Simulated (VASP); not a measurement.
# GaSb (I-4m2) in VASP: further runs

GaSb is run at these levels: PBE; tasks: single point.

All numbers are computed with VASP 6.6.1; they aren't measurements. Logs are shortened: lines on timing, memory, paths and dates and some standing lists are left out, and cuts for length are marked.

## (1) The cell of the first run

Symmetry: I-4m2, No. 119, tetragonal system. Conventional cell: a = 4.395 Å, b = 4.395 Å, c = 6.588 Å, α = 90.00°, β = 90.00°, γ = 90.00°. Ga (site symmetry -4m2) has 4 Sb at 2.75 Å within 3.6 Å. Sb (site symmetry -4m2) has 4 Ga at 2.75 Å within 3.6 Å.

## (2) Single point, PBE (strain along c alone, the other axes held: +6.0 %)

INCAR

```
SYSTEM = GaSb
  PREC = Accurate
  ENCUT = 520
  EDIFF = 1E-6
  ISMEAR = 0
  SIGMA = 0.1
  LREAL = .False.
  LASPH = .True.
  NELM = 100
  ALGO = Normal
  ISIF = 2
  LWAVE = .False.
  LCHARG = .True.
  GGA = PE
  LELF = .True.
  LVHAR = .True.
  NBANDS = 26
```

KPOINTS

```
regular mesh
0
Gamma
  12 12 8
  0 0 0
```

POSCAR

```
GaSb
1.0
    3.1077436235      3.1077436235      0.0000000000
   -3.1077436235      3.1077436235      0.0000000000
    0.0000000000      0.0000000000      6.5884164818
Ga Sb
2 2
Direct
    0.0000000000      0.0000000000      0.0000000000
    0.5000000000      0.5000000000      0.5000000000
    0.5000000000      0.0000000000      0.2500000000
    0.0000000000      0.5000000000      0.7500000000
```

Potentials or basis: VASP PAW PBE potentials, release 64 (Ga_d, Sb).

Started as:

```bash
cat potpaw_PBE.64/Ga_d/POTCAR potpaw_PBE.64/Sb/POTCAR > POTCAR
mpirun -np 1 vasp_std > vasp.out
```

OUTCAR:

```text
SYSTEM = GaSb
   PREC = Accurate
   ENCUT = 520
   EDIFF = 1E-6
   ISMEAR = 0
   LREAL = .False.
   LASPH = .True.
   NELM = 100
   ISIF = 2
   GGA = PE

 ion  position               nearest neighbor table
   1  0.000  0.000  0.000-   3 2.75   4 2.75   4 2.75   3 2.75
   2  0.500  0.500  0.500-   3 2.75   4 2.75   3 2.75   4 2.75
   3  0.500  0.000  0.250-   1 2.75   2 2.75   2 2.75   1 2.75
   4  0.000  0.500  0.750-   1 2.75   2 2.75   1 2.75   2 2.75

  LATTYP: Found a simple tetragonal cell.
 ALAT       =     4.3950131807
 C/A-ratio  =     1.4990663761

  Lattice vectors:

 A1 = (   3.1077436235,   3.1077436235,   0.0000000000)
 A2 = (  -3.1077436235,   3.1077436235,   0.0000000000)
 A3 = (   0.0000000000,   0.0000000000,   6.5884164818)

Analysis of symmetry for initial positions (statically):
=====================================================================
 Subroutine PRICEL returns following result:

  LATTYP: Found a body centered tetragonal cell.
 ALAT       =     4.3950131807
 C/A-ratio  =     1.4990663761

  Lattice vectors:

 A1 = (   3.1077436235,   0.0000000000,  -3.2942082409)
 A2 = (  -3.1077436235,   0.0000000000,  -3.2942082409)
 A3 = (   0.0000000000,   3.1077436235,   3.2942082409)

   2 primitive cells build up your supercell.

 Routine SETGRP: Setting up the symmetry group for a
 simple tetragonal supercell.

 Subroutine GETGRP returns: Found  8 space group operations
 (whereof  8 operations were pure point group operations)
 out of a pool of 16 trial point group operations.

The static configuration has the point symmetry D_2d.

Analysis of symmetry for dynamics (positions and initial velocities):
=====================================================================
 Subroutine PRICEL returns following result:

  LATTYP: Found a body centered tetragonal cell.
 ALAT       =     4.3950131807
 C/A-ratio  =     1.4990663761

  Lattice vectors:

 A1 = (   3.1077436235,   0.0000000000,  -3.2942082409)
 A2 = (  -3.1077436235,   0.0000000000,  -3.2942082409)
 A3 = (   0.0000000000,   3.1077436235,   3.2942082409)

   2 primitive cells build up your supercell.

 Routine SETGRP: Setting up the symmetry group for a
 simple tetragonal supercell.

 Subroutine GETGRP returns: Found  8 space group operations
 (whereof  8 operations were pure point group operations)
 out of a pool of 16 trial point group operations.

The dynamic configuration has the point symmetry D_2d.

 Subroutine INISYM returns: Found  8 space group operations
 (whereof  8 operations are pure point group operations),
 and found     2 'primitive' translations

----------------------------------------------------------------------------------------

                                     Primitive cell

  volume of cell :      63.6314

  direct lattice vectors                    reciprocal lattice vectors
     3.107743623  0.000000000 -3.294208241     0.160888432  0.160888432 -0.151781540
    -3.107743623  0.000000000 -3.294208241    -0.160888432  0.160888432 -0.151781540
     0.000000000  3.107743623  3.294208241     0.000000000  0.321776865  0.000000000

  length of vectors
     4.528783320  4.528783320  4.528783320     0.273510167  0.273510167  0.321776865

  position of ions in fractional coordinates (direct lattice)
     0.000000000  0.000000000  0.000000000
     0.250000000  0.750000000  0.500000000

  ion indices of the primitive-cell ions
   primitive index   ion index
                 1           1
                 2           3

----------------------------------------------------------------------------------------

 KPOINTS: regular mesh

Automatic generation of k-mesh.
 Grid dimensions read from file:
 generate k-points for:   12   12    8

 Generating k-lattice:

  Cartesian coordinates                     Fractional coordinates (reciprocal lattice)
     0.013407369  0.013407369  0.000000000     0.083333333  0.000000000  0.000000000
    -0.013407369  0.013407369  0.000000000     0.000000000  0.083333333  0.000000000
     0.000000000  0.000000000  0.018972693     0.000000000  0.000000000  0.125000000

  Length of vectors
     0.018960884  0.018960884  0.018972693

  Shift w.r.t. Gamma in fractional coordinates (k-lattice)
     0.000000000  0.000000000  0.000000000

 Subroutine IBZKPT returns following result:
 ===========================================

 Found    140 irreducible k-points:

 Following reciprocal coordinates:
            Coordinates               Weight
  0.000000  0.000000  0.000000      1.000000
  0.083333  0.000000  0.000000      4.000000
  0.166667  0.000000  0.000000      4.000000
  0.250000  0.000000  0.000000      4.000000
  0.333333  0.000000  0.000000      4.000000
  0.416667  0.000000  0.000000      4.000000
[... 16 lines left out ...]
  0.333333  0.333333  0.000000      4.000000
  0.416667  0.333333  0.000000      8.000000
 [... further k-points ...]
   k-points           NKPTS =    140   k-points in BZ     NKDIM =    140   number of bands    NBANDS=     26
   number of dos      NEDOS =    301   number of ions     NIONS =      4
   total plane-waves  NPLWV =  64800
   dimension x,y,z NGX =    36 NGY =   36 NGZ =   50
   dimension x,y,z NGXF=    72 NGYF=   72 NGZF=  100
   ions per type =               2   2
   NGX,Y,Z   is equivalent  to a cutoff of  13.62, 13.62, 12.62 a.u.
   NGXF,Y,Z  is equivalent  to a cutoff of  27.23, 27.23, 25.23 a.u.
 SYSTEM =  GaSb
   PREC   = accura    normal or accurate (medium, high low for compatibility)
   ISTART =      0    job   : 0-new  1-cont  2-samecut
   ICHARG =      2    charge: 1-file 2-atom 10-const
   ISPIN  =      1    spin polarized calculation?
   LNONCOLLINEAR =      F non collinear calculations
   LSORBIT =      F    spin-orbit coupling
   LASPH  =      T    aspherical Exc in radial PAW
   ENCUT  =  520.0 eV  38.22 Ry    6.18 a.u.   8.17  8.17 12.25*2*pi/ulx,y,z
   NELM   =    100;   NELMIN=  2; NELMDL= -5     # of ELM steps
   EDIFF  = 0.1E-05   stopping-criterion for ELM
   LREAL  =      F    real-space projection
   EDIFFG = 0.1E-04   stopping-criterion for IOM
   NSW    =      0    number of steps for IOM
   IBRION =     -1    ionic relax: 0-MD 1-quasi-New 2-CG
   NFREE  =      0    steps in history (QN), initial steepest desc. (CG)
   ISIF   =      2    stress and relaxation
   ISYM   =      2    0-nonsym 1-usesym 2-fastsym
   POTIM  = 0.5000    time-step for ionic-motion
   TEBEG  =    0.0;   TEEND  =   0.0 temperature during run
   PSTRESS=    0.0 pullay stress
   NELECT =      36.0000    total number of electrons
   NUPDOWN=      -1.0000    fix difference up-down
   EMIN   =  10.00;   EMAX   =-10.00  energy-range for DOS
   EFERMI =   0.00;   METHOD = LEGACY
   ISMEAR =     0;   SIGMA  =   0.10  broadening in eV -4-tet -1-fermi 0-gaus
   EFERMI_NEDOS =   21; number of points for ismear=-14 and -15
   IALGO  =     38    algorithm
   IMIX   =      4    mixing-type and parameters
     AMIX     =   0.40;   BMIX     =  1.00
     AMIX_MAG =   1.60;   BMIX_MAG =  1.00
  volume/ion in A,a.u.               =      31.82       214.70
  Fermi-wavevector in a.u.,A,eV,Ry     =   1.074670  2.030832 15.713586  1.154916
  Thomas-Fermi vector in A             =   2.210505
   LORBIT       =      0    0 simple, 1 ext, 2 COOP (PROOUT), +10 PAW based schemes
   GGA     = PE    functional components
   LHFCALC =     F    Hartree Fock is set to
   AEXX    =    0.0000 exact exchange contribution
   IVDW    =     0    specifies the selected vdW correction
   LEPSILON=     F    determine dielectric tensor
   LRPA    =     F    only Hartree local field effects (RPA)
 non-spin polarized calculation
 Gauss-broadening in eV      SIGMA  =   0.10
  energy-cutoff  :      520.00
  volume of cell :      127.26
 maximum number of plane-waves:      3480
 NGX is ok and might be reduce to    36
   NGX = 17   NGY = 17   NGZ = 25

 number of electron      35.9999974 magnetization

 Free energy of the ion-electron system (eV)
  ---------------------------------------------------
  ext. energy  EPLUGINS =         0.00000000
  ---------------------------------------------------
  free energy    TOTEN  =       -14.65617151 eV

  energy without entropy =      -14.65561692  energy(sigma->0) =      -14.65589421

 E-fermi :   3.9786     XC(G=0):  -8.6396

 val. band max:        3.9594542387   @ k =   0.0000   0.0000   0.0000
 cond. band min:       4.0167131082   @ k =   0.5000   0.0000   0.5000
 fundamental gap:      0.0572588694
 Fermi energy:         3.9786030759

 k-point     1 :       0.0000    0.0000    0.0000
  band No.  band energies     occupation
      1     -11.0412      2.00000
      2     -11.0151      2.00000
      3     -11.0065      2.00000
      4     -11.0065      2.00000
      5     -10.9908      2.00000
      6     -10.9908      2.00000
[... 18 lines left out ...]
     25       9.5547      0.00000
     26      11.7474      0.00000

 k-point     2 :       0.0833    0.0000    0.0000
  band No.  band energies     occupation
      1     -11.0406      2.00000
      2     -11.0144      2.00000
      3     -11.0074      2.00000
      4     -11.0062      2.00000
      5     -10.9916      2.00000
      6     -10.9911      2.00000
[... 18 lines left out ...]
     25       9.8188      0.00000
     26      11.3650      0.00000

 k-point     3 :       0.1667    0.0000    0.0000
  band No.  band energies     occupation
      1     -11.0388      2.00000
      2     -11.0129      2.00000
      3     -11.0101      2.00000
      4     -11.0053      2.00000
      5     -10.9935      2.00000
      6     -10.9918      2.00000
[... 18 lines left out ...]
     25      10.4471      0.00000
     26      10.6258      0.00000

 k-point     4 :       0.2500    0.0000    0.0000
  band No.  band energies     occupation
      1     -11.0364      2.00000
      2     -11.0147      2.00000
      3     -11.0099      2.00000
      4     -11.0040      2.00000
      5     -10.9961      2.00000
      6     -10.9930      2.00000
[... 18 lines left out ...]
     25       9.9368      0.00000
     26      10.2706      0.00000

 k-point     5 :       0.3333    0.0000    0.0000
  band No.  band energies     occupation
      1     -11.0336      2.00000
      2     -11.0191      2.00000
      3     -11.0074      2.00000
      4     -11.0024      2.00000
      5     -10.9986      2.00000
      6     -10.9946      2.00000
[... 18 lines left out ...]
     25       9.5398      0.00000
     26       9.5547      0.00000

 k-point     6 :       0.4167    0.0000    0.0000
  band No.  band energies     occupation
      1     -11.0306      2.00000
      2     -11.0234      2.00000
      3     -11.0051      2.00000
      4     -11.0009      2.00000
      5     -11.0004      2.00000
      6     -10.9964      2.00000
[... 427 lines left out ...]
 k-point    21 :       0.4167    0.2500    0.0000
  band No.  band energies     occupation
      1     -11.0336      2.00000
      2     -11.0301      2.00000
      3     -11.0010      2.00000
      4     -10.9994      2.00000
      5     -10.9964      2.00000
      6     -10.9940      2.00000
[... 18 lines left out ...]
     25       9.7482      0.00000
     26      10.6134      0.00000

 k-point    22 :       0.5000    0.2500    0.0000
  band No.  band energies     occupation
      1     -11.0324      2.00000
      2     -11.0324      2.00000
      3     -10.9999      2.00000
      4     -10.9999      2.00000
      5     -10.9950      2.00000
      6     -10.9950      2.00000
[... 18 lines left out ...]
     25      10.2969      0.00000
     26      10.2969      0.00000

 k-point    23 :       0.3333    0.3333    0.0000
  band No.  band energies     occupation
      1     -11.0350      2.00000
      2     -11.0305      2.00000
      3     -11.0005      2.00000
      4     -10.9985      2.00000
      5     -10.9962      2.00000
      6     -10.9931      2.00000
[... 18 lines left out ...]
     25      10.0615      0.00000
     26      10.6301      0.00000

 k-point    24 :       0.4167    0.3333    0.0000
  band No.  band energies     occupation
      1     -11.0355      2.00000
      2     -11.0334      2.00000
      3     -10.9986      2.00000
      4     -10.9978      2.00000
      5     -10.9948      2.00000
      6     -10.9933      2.00000
[... 18 lines left out ...]
     25      10.6968      0.00000
     26      10.9860      0.00000

 [... further k-points ...]

------------------------ aborting loop because EDIFF is reached ----------------------------------------

  FORCE on cell =-STRESS in cart. coord.  units (eV):
  Direction    XX          YY          ZZ          XY          YZ          ZX
  --------------------------------------------------------------------------------------
  -------------------------------------------------------------------------------------
  Total       -1.1040331     -1.1040331     -3.1270814      0.0000000      0.0000000      0.0000000
  in kB      -13.8992467    -13.8992467    -39.3684534      0.0000000      0.0000000      0.0000000
  external PRESSURE =     -22.3889822 kB  Pullay stress =       0.0000000 kB

 VOLUME and BASIS-vectors are now :
 -----------------------------------------------------------------------------
  energy-cutoff  :      520.00
  volume of cell :      127.26
      direct lattice vectors                 reciprocal lattice vectors
     3.107743624  3.107743624  0.000000000     0.160888432  0.160888432  0.000000000
    -3.107743624  3.107743624  0.000000000    -0.160888432  0.160888432  0.000000000
     0.000000000  0.000000000  6.588416482     0.000000000  0.000000000  0.151781540

 POSITION                                       TOTAL-FORCE (eV/Angst)
 -----------------------------------------------------------------------------------
      0.00000      0.00000      0.00000         0.000000      0.000000      0.000000
      0.00000      3.10774      3.29421        -0.000000     -0.000000      0.000000
      1.55387      1.55387      1.64710         0.000000      0.000000      0.000000
     -1.55387      1.55387      4.94131         0.000000      0.000000     -0.000000
 -----------------------------------------------------------------------------------
    total drift:                               -0.000000      0.000000      0.000000

  FREE ENERGIE OF THE ION-ELECTRON SYSTEM (eV)
  ---------------------------------------------------
  free  energy   TOTEN  =       -14.6561715050 eV

  energy  without entropy=      -14.6556169175  energy(sigma->0) =      -14.65589421
```

Run time: 2.7 min. Hardware: 1 thread of Intel Xeon 6975P-C (Granite Rapids), shared host; peak memory 0.54 GiB.

Results:

```
Free energy            : -14.6562 eV
Pressure               : -2.2 GPa
Band gap on the k mesh : zero (filled and empty bands touch)
```

Stress tensor (GPa, compression positive):
```
-1.39  0.00  0.00
 0.00 -1.39  0.00
 0.00  0.00 -3.94
```

Caveat: the cell differs from its parent crystal (strain along c alone, the other axes held: +6.0 %); semilocal functionals underestimate gaps, and a narrow one can read as zero; spin-orbit coupling is left out, which moves the levels of the heavy elements.

## (3) Single point, PBE (strain along c alone, the other axes held: -6.0 %)

INCAR

```
ALGO = Normal
EDIFF = 1E-7
ENCUT = 520
GGA = PE
ISIF = 2
ISMEAR = 0
LASPH = T
LCHARG = F
LREAL = F
LWAVE = F
NBANDS = 26
NELM = 60
PREC = Accurate
SIGMA = 0.1
```

KPOINTS

```
k-points
0
Gamma
  12 12 8
```

Changes to POSCAR since step 2:

```diff
@@ -4,3 +4,3 @@
    -3.1077436235      3.1077436235      0.0000000000
-    0.0000000000      0.0000000000      6.5884164818
+    0.0000000000      0.0000000000      5.8425580122
 Ga Sb
```

Potentials or basis: VASP PAW PBE potentials, release 64 (Ga_d, Sb).

Started as:

```bash
cat potpaw_PBE.64/Ga_d/POTCAR potpaw_PBE.64/Sb/POTCAR > POTCAR
mpirun -np 1 vasp_std > vasp.out
```

Run time: 2.8 min. Hardware: 1 thread of Intel Xeon 6975P-C (Granite Rapids), shared host; peak memory 0.5 GiB.

It converged, with:

| Quantity | Value |
| --- | --- |
| Free energy | -14.6427 eV |
| Pressure | 3.2 GPa |
| Band gap on the k mesh | 0.10 eV |

Stress tensor (GPa, compression positive):
```
2.43 0.00 0.00
0.00 2.43 0.00
0.00 0.00 4.74
```

Levels at points of the mesh, in eV from the valence-band top:
```tsv
k point	band 16	band 17	band 18	band 19	band 20	band 21
(0.00, 0.00, 0.00)	-0.23	-0.23	0.00	0.10	0.47	0.87
(0.50, 0.00, 0.00)	-3.18	-1.61	-1.61	1.65	1.65	4.54
(0.50, 0.50, 0.00)	-2.63	-2.57	-2.57	0.94	0.94	1.25
(0.00, 0.00, 0.50)	-1.99	-1.99	-1.99	0.82	0.82	2.71
(0.50, 0.00, 0.50)	-1.51	-1.06	-1.06	0.27	0.27	3.47
(0.50, 0.50, 0.50)	-3.51	-3.32	-3.32	4.08	4.08	4.61
```

Caveat: the cell differs from its parent crystal (strain along c alone, the other axes held: -6.0 %); the cell stands under pressure; semilocal functionals underestimate gaps, and a narrow one can read as zero; spin-orbit coupling is left out, which moves the levels of the heavy elements. A k mesh can miss the band edges.

## (4) Single point, PBE (strain along c alone, the other axes held: -4.0 %)

INCAR

```
SYSTEM = GaSb
  PREC = Accurate
  ENCUT = 520
  EDIFF = 1E-6
  ISMEAR = 0
  SIGMA = 0.1
  LREAL = .False.
  LASPH = .True.
  NELM = 100
  ALGO = Normal
  ISIF = 2
  LWAVE = .False.
  LCHARG = .False.
  GGA = PE
  NBANDS = 26
```

KPOINTS

```
Automatic mesh
0
Gamma
  12 12 8
  0 0 0
```

Changes to POSCAR since step 3:

```diff
@@ -4,3 +4,3 @@
    -3.1077436235      3.1077436235      0.0000000000
-    0.0000000000      0.0000000000      5.8425580122
+    0.0000000000      0.0000000000      5.9668677571
 Ga Sb
```

Started as:

```bash
cat potpaw_PBE.64/Ga_d/POTCAR potpaw_PBE.64/Sb/POTCAR > POTCAR
mpirun -np 1 vasp_std > vasp.out
```

It took 2.6 min on 1 thread of Intel Xeon 6975P-C (Granite Rapids), shared host; peak memory 0.5 GiB.

Results (log left out):

* Free energy: -14.7013 eV
* Pressure: 2.0 GPa
* Band gap on the k mesh: 0.17 eV

Stress tensor (GPa, compression positive):
```
1.50 0.00 0.00
0.00 1.50 0.00
0.00 0.00 3.09
```

Levels at points of the mesh, in eV from the valence-band top:
```
           k point  band 14  band 15  band 16  band 17  band 18  band 19  band 20  band 21  band 22  band 23
(0.00, 0.00, 0.00)    -2.68    -2.68    -0.05    -0.05     0.00     0.17     0.73     1.13     2.73     2.85
(0.50, 0.00, 0.00)    -5.44    -3.03    -3.03    -1.35    -1.35     1.85     1.85     4.63     4.63     4.79
(0.50, 0.50, 0.00)    -6.82    -2.46    -2.46    -2.42    -2.42     1.04     1.04     1.37     1.37     8.55
(0.00, 0.00, 0.50)    -3.92    -1.75    -1.75    -1.75    -1.75     1.08     1.08     2.77     2.77     5.51
(0.50, 0.00, 0.50)    -6.31    -1.27    -1.27    -0.97    -0.97     0.39     0.39     3.66     3.66     3.91
(0.50, 0.50, 0.50)    -6.67    -3.29    -3.29    -3.08    -3.08     3.97     3.97     4.59     4.59     4.72
```

Caveat: the cell differs from its parent crystal (strain along c alone, the other axes held: -4.0 %); semilocal functionals underestimate gaps, and a narrow one can read as zero; spin-orbit coupling is left out, which moves the levels of the heavy elements. A k mesh can miss the band edges.

(Part 1 of 2 ends here.)

The gap in the log of VASP goes by the Fermi energy; the results here count the filled bands.